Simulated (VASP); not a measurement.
Runs of VASP 6.6.1 on Rh. Symmetry: Fm-3m, No. 225, cubic system. Conventional cell: a = 3.828 Å, b = 3.828 Å, c = 3.828 Å, α = 90.00°, β = 90.00°, γ = 90.00°. Rh (site symmetry m-3m) has 12 Rh at 2.71 Å within 3.6 Å. 

```tsv
fixed moment (μB)	pressure (GPa)	moment (μB)
1.0	(a)	1.00
0.5	-13.3	0.50
0.75	-11.1	0.75
0.25	(b)	0.25
0.625	-12.3	0.62
```

Alike in all rows: task single point; level LDA; potentials or basis VASP PAW LDA potentials, release 64 (Rh_pv); spin collinear, ferromagnetic start; cell as given; k mesh 22 × 22 × 22; cutoff (eV) 520; smearing gaussian 0.15 eV.

**Question.** Fill in the values left out.

**Answer.** (a) -8.2; (b) -14.7.

Caveats: the cell stands under tension; the total moment is fixed, so each spin has its own Fermi level and the state may be an excited one.
